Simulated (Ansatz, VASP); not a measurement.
Ca in VASP and in Ansatz

Contents of INCAR:

```
SYSTEM = Ca
PREC = Accurate
ENCUT = 520
EDIFF = 1E-7
ISMEAR = 0
SIGMA = 0.15
LREAL = .FALSE.
LASPH = .TRUE.
NELM = 60
ALGO = Normal
ISIF = 2
LWAVE = .FALSE.
LCHARG = .FALSE.
GGA = PS
NBANDS = 11
```

File KPOINTS:

```
Automatic mesh
0
G
  14 14 14
  0 0 0
```

POSCAR

```
Ca
1.0
    0.0000000000      2.7942000000      2.7942000000
    2.8640550000      0.0000000000      2.7942000000
    2.8640550000      2.7942000000      0.0000000000
Ca
1
Direct
    0.0000000000      0.0000000000      0.0000000000
```

Input for Ansatz:

```yaml
crystal:
  lattice:
    - [0.0, 2.7942, 2.7942]
    - [2.864055, 0.0, 2.7942]
    - [2.864055, 2.7942, 0.0]
  atoms:
    - { symbol: Ca, position: [0.0, 0.0, 0.0] }
basis:
  ecutwfc: 420
kpoints:
  mp_grid: { grid: [14, 14, 14] }
hamiltonian:
  xc: pbesol
scf:
  occupations: { method: gaussian, width: 0.15 }
output:
  forces: true
  stress: true
  eigenvalues: true
```

Change from the starting cell: strain +0.0250 x Voigt [1, 0, 0, 0, 0, 0], atoms carried along.

Alike in both runs: task single point; functional PBEsol; k mesh 14 × 14 × 14; occupations gaussian, width 0.15 eV; no spin polarisation.

|  | VASP | Ansatz |
| --- | --- | --- |
| version | VASP 6.6.1 | Ansatz 0.2.0 |
| potentials or method | VASP PAW PBE potentials, release 64 (Ca_sv), cutoff 520 eV | scalar-relativistic, plane waves, PAW |
| valence electrons in the cell | 10 | 10 |

|  | VASP | Ansatz | Ansatz less VASP |
| --- | --- | --- | --- |
| gap on the k mesh at the Fermi level (eV) | none | none | - |
| pressure (GPa) | -1.5 | -1.5 | -0.01 |
| traceless stress, the component that is largest in VASP (GPa) | -0.14 | -0.14 | 0.000 |

VASP's potentials were made for PBE, not for PBEsol. A gap of «none» marks a metal or a gap that the smearing closes. The functional is the same, so the differences come from potentials, cutoffs and numerics.
